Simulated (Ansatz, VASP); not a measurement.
# Si3N2: VASP beside Ansatz

The input INCAR:

```
SYSTEM = Si3N2
PREC = Accurate
ENCUT = 600
EDIFF = 1E-6
ISMEAR = 0
SIGMA = 0.1
LREAL = .FALSE.
LASPH = .TRUE.
NELM = 100
ALGO = Normal
ISIF = 3
LWAVE = .FALSE.
LCHARG = .FALSE.
GGA = PE
IBRION = 2
NSW = 90
EDIFFG = -0.04
```

The input KPOINTS:

```
regular mesh
0
G
  6 6 4
  0 0 0
```

File POSCAR:

```
Si3N2
1.0
    3.4939161274      0.0000000000      0.0000000000
   -1.7469580637      3.0258201250      0.0000000000
    0.0000000000      0.0000000000      5.4359659546
Si N
3 2
Direct
    0.0000000000      0.0000000000      0.0000000000
    0.3333333333      0.6666666667      0.6450000000
    0.6666666667      0.3333333333      0.3550000000
    0.3333333333      0.6666666667      0.2450000000
    0.6666666667      0.3333333333      0.7550000000
```

Input for Ansatz:

```yaml
crystal:
  lattice:
    - [3.4939161274, 0.0, 0.0]
    - [-1.7469580637, 3.025820125, 0.0]
    - [0.0, 0.0, 5.4359659546]
  atoms:
    - { symbol: Si, position: [0.0, 0.0, 0.0] }
    - { symbol: Si, position: [0.3333333333, 0.6666666667, 0.645] }
    - { symbol: Si, position: [0.6666666667, 0.3333333333, 0.355] }
    - { symbol: "N", position: [0.3333333333, 0.6666666667, 0.245] }
    - { symbol: "N", position: [0.6666666667, 0.3333333333, 0.755] }
basis:
  ecutwfc: 420
kpoints:
  mp_grid: { grid: [6, 6, 4] }
hamiltonian:
  xc: pbe
scf:
  occupations: { method: gaussian, width: 0.1 }
  lower_state_search: "off"
output:
  forces: true
  stress: true
  eigenvalues: true
relax:
  adjacent_minimum: "off"
  f_tol: 0.04
  max_steps: 70
  cell: { stress_tol: 0.4 }
```

Alike in both runs: task relaxation of cell and atoms; functional PBE; k mesh 6 × 6 × 4; occupations gaussian, width 0.1 eV; no spin polarisation.

```csv
,VASP,Ansatz
version,VASP 6.6.1,Ansatz 0.2.0
potentials or method,"VASP PAW PBE potentials, release 64 (Si, N), cutoff 600 eV","scalar-relativistic, plane waves, PAW"
valence electrons in the cell,22,22
```

Ansatz gave:

- gap on the k mesh at the Fermi level, each at its own relaxed structure (eV): none
- relaxed volume (Å³/atom): 12.84
- relaxed cell length with the largest relative difference (Å): 9.043

What did VASP give for the same quantities?

gap on the k mesh at the Fermi level, each at its own relaxed structure (eV): none; relaxed volume (Å³/atom): 11.38; relaxed cell length with the largest relative difference (Å): 7.960.

A gap of «none» marks a metal or a gap that the smearing closes. One of these differences is far larger than is usual between the two programs; its cause wasn't traced.
